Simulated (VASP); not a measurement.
Crystal: YTiGeAs3.

```
Y Ti Ge As
1.0
     3.26757   -4.39904    0.00000
     3.26757    4.39904    0.00000
     0.00000    0.00000    5.14788
Y Ti Ge As
1 1 1 3
Direct
  0.00000 0.00000 0.00000
  0.50000 0.50000 0.50000
  0.00000 0.00000 0.50000
  0.50000 0.50000 0.00000
  0.24065 0.75935 0.50000
  0.75935 0.24065 0.50000
```

The cell was generated, and may not be a known phase.

```yaml
Program: VASP 6.6.1
Task: relaxation of cell and atoms
Functional: PBE
Potentials_or_basis: VASP PAW PBE potentials, release 64 (Y_sv, Ti_sv, Ge_d, As)
Cutoff: 600 eV
k_mesh: 3 × 3 × 3
Occupations: gaussian, width 0.2 eV
Spin: no spin polarisation
```

At the start: pressure 9.5 GPa; volume 24.67 Å³/atom.

Where does the relaxation end?

Over 6 steps the energy falls by 592.3 meV/atom and the volume is 25.53 Å³/atom (+3.5 %); space group Cmmm (No. 65, to 0.1 Å) before and after.

Step by step:
```tsv
step	energy change (eV)	largest force (eV/Å)	pressure (GPa)	volume (Å³)
1	0.0000	1.5582	9.54	147.99
2	-2.5609	0.1885	-6.95	178.65
3	-2.5540	0.2307	-6.00	175.08
4	-3.5190	0.0886	-0.53	155.38
5	-3.5219	0.0900	-1.00	156.26
6	-3.5536	0.0034	0.03	153.17
```

Final structure:
```
CELL_PARAMETERS angstrom
2.72619 -5.23806 0.00000
2.72619 5.23806 0.00000
0.00000 0.00000 5.36324
ATOMIC_POSITIONS crystal
Y 0.00000 0.00000 0.00000
Ti 0.50000 0.50000 0.50000
Ge 0.00000 0.00000 0.50000
As 0.50000 0.50000 0.00000
As 0.25107 0.74893 0.50000
As 0.74893 0.25107 0.50000
```

Caveat: the k points lie up to 0.43 Å⁻¹ apart in the final cell.
